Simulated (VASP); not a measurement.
Set up this calculation in VASP 6.6.1, as the native input.

* Task: single point
* Functional: r2SCAN
* Potentials or basis: VASP PAW PBE potentials, release 64 (As)
* Cutoff: 520 eV
* k mesh: 14 × 14 × 14
* Occupations: gaussian, width 0.05 eV
* Spin: no spin polarisation
* Dipole correction: no
* Further INCAR settings: ALGO = Normal; EDIFF = 1e-06; NBANDS = 12

The system is As.

```
As
1.0
     1.87089    1.08016    3.72397
    -1.87089    1.08016    3.72397
     0.00000   -2.16032    3.72397
As
2
Direct
  0.22406 0.22406 0.22406
  0.77594 0.77594 0.77594
```

These files were run (other wordings do the same):

POSCAR

```
As
1.0
    1.8708943772      1.0801613723      3.7239701962
   -1.8708943772      1.0801613723      3.7239701962
    0.0000000000     -2.1603227447      3.7239701962
As
2
Direct
    0.2240551688      0.2240551688      0.2240551688
    0.7759448312      0.7759448312      0.7759448312
```

INCAR.step1

```
PREC = Accurate ; ENCUT = 520
ISMEAR = 0 ; SIGMA = 0.05
LREAL = F ; LASPH = T
NELM = 100 ; NBANDS = 12
GGA = PE ; ALGO = Normal
EDIFF = 1E-4 ; LWAVE = T
LCHARG = F
```

INCAR.step2

```
PREC = Accurate ; ENCUT = 520
EDIFF = 1E-6 ; ISMEAR = 0
SIGMA = 0.05 ; LREAL = F
LASPH = T ; NELM = 100
ALGO = Normal ; ISIF = 2
LWAVE = F ; LCHARG = F
METAGGA = R2SCAN ; LMIXTAU = T
NBANDS = 12 ; ISTART = 1
```

KPOINTS

```
Automatic mesh
0
Gamma
  14 14 14
```

Potentials or basis: VASP PAW PBE potentials, release 64 (As).

Run with:

```bash
$ cat potpaw_PBE.64/As/POTCAR > POTCAR
$ cp INCAR.step1 INCAR
$ mpirun -np 1 vasp_std > vasp.out
$ cp INCAR.step2 INCAR
$ mpirun -np 1 vasp_std > vasp.out
```

It gave:

* Pressure: 0.7 GPa
* Largest force: 0.046 eV/Å
* Band gap on the k mesh: zero (bands 5 and 6 overlap by 0.45 eV)

Caveat: the PAW data sets were made with another functional, which shifts forces and pressure a little.

Wall time 4 min on 1 thread of Intel(R) Xeon(R) Platinum 8488C (Sapphire Rapids), on a shared host, peak memory 0.28 GiB.
